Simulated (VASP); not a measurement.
Input of a VASP 6.6.1 run:

INCAR

```
SYSTEM = Zr2N
PREC = Accurate
ENCUT = 520
EDIFF = 1E-6
ISMEAR = 0
SIGMA = 0.15
LREAL = .FALSE.
LASPH = .TRUE.
NELM = 80
ALGO = Normal
ISIF = 2
LWAVE = .FALSE.
LCHARG = .TRUE.
GGA = PS
LELF = .TRUE.
LVHAR = .TRUE.
NBANDS = 38
```

The input KPOINTS:

```
Automatic mesh
0
G
  10 10 14
  0 0 0
```

The input POSCAR:

```
Zr2N
1.0
    5.3700488437      0.0000000000      0.0000000000
    0.0000000000      5.3700488437      0.0000000000
    0.0000000000      0.0000000000      3.2726229990
Zr N
4 2
Direct
    0.3192956288      0.2732090138      0.0000000000
    0.6807043712      0.7267909862      0.0000000000
    0.8192956288      0.2267909862      0.5000000000
    0.1807043712      0.7732090138      0.5000000000
    0.0000000000      0.0000000000      0.0000000000
    0.5000000000      0.5000000000      0.5000000000
```

Potentials or basis: VASP PAW PBE potentials, release 64 (Zr_sv, N).

Run with:

```bash
$ cat potpaw_PBE.64/Zr_sv/POTCAR potpaw_PBE.64/N/POTCAR > POTCAR
$ mpirun -np 1 vasp_std > vasp.out
```

(1) Predict the largest force.

(2) Estimate the pressure.

(3) Estimate the band gap on the k mesh.

## Answers

(1) 0.239 eV/Å.

(2) -0.5 GPa.

(3) zero (bands 29 and 30 overlap by 2.19 eV).

Caveat: the cell differs from its parent crystal (atoms displaced along a vibrational mode); the PAW data sets were made with another functional, which shifts forces and pressure a little.
